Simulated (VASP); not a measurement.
Write the native input for VASP 6.6.1 that does the following.

| Item | Value |
| --- | --- |
| Task | single point |
| Functional | PBE |
| Potentials or basis | VASP PAW PBE potentials, release 64 (W_sv, Se) |
| Cutoff | 520 eV |
| k mesh | 10 × 10 × 6 |
| Occupations | fermi-dirac, width 0.08 eV |
| Spin | no spin polarisation |
| Dipole correction | no |
| Further INCAR settings | ALGO = Normal; EDIFF = 1e-07; NBANDS = 20 |

The structure of WSe2 (CdI2 type) lies in POSCAR:

```
WSe2
1.0
    3.2999214110      0.0000000000      0.0000000000
   -1.6499607055      2.8578157724      0.0000000000
    0.0000000000      0.0000000000      7.4879907098
W Se
1 2
Direct
    0.0000000000      0.0000000000      0.0000000000
    0.3333333333      0.6666666667      0.2294184600
    0.6666666667      0.3333333333      0.7705815400
```

The input as run:

INCAR

```
ALGO = Normal ; EDIFF = 1E-7
ENCUT = 520 ; GGA = PE
ISIF = 2 ; ISMEAR = -1
LASPH = True ; LCHARG = False
LREAL = False ; LWAVE = False
NBANDS = 20 ; NELM = 80
PREC = Accurate ; SIGMA = 0.08
```

KPOINTS

```
k-points
0
Gamma
  10 10 6
```

Potentials or basis: VASP PAW PBE potentials, release 64 (W_sv, Se).

Run with:

```bash
$ cat potpaw_PBE.64/W_sv/POTCAR potpaw_PBE.64/Se/POTCAR > POTCAR
$ mpirun -np 1 vasp_std > vasp.out
```

Results of the run:

The pressure is 0.2 GPa and the largest force is 0.033 eV/Å. The band gap on the k mesh is zero (bands 13 and 14 overlap by 0.47 eV).

Caveat: spin-orbit coupling is left out, which moves the levels of the heavy elements; this functional lacks dispersion, which binds layers or chains, so the pressure and a relaxed spacing across them are unreliable.

It took 2.6 min on 1 thread of Intel Xeon 8259CL, on a shared host, peak memory 0.26 GiB.
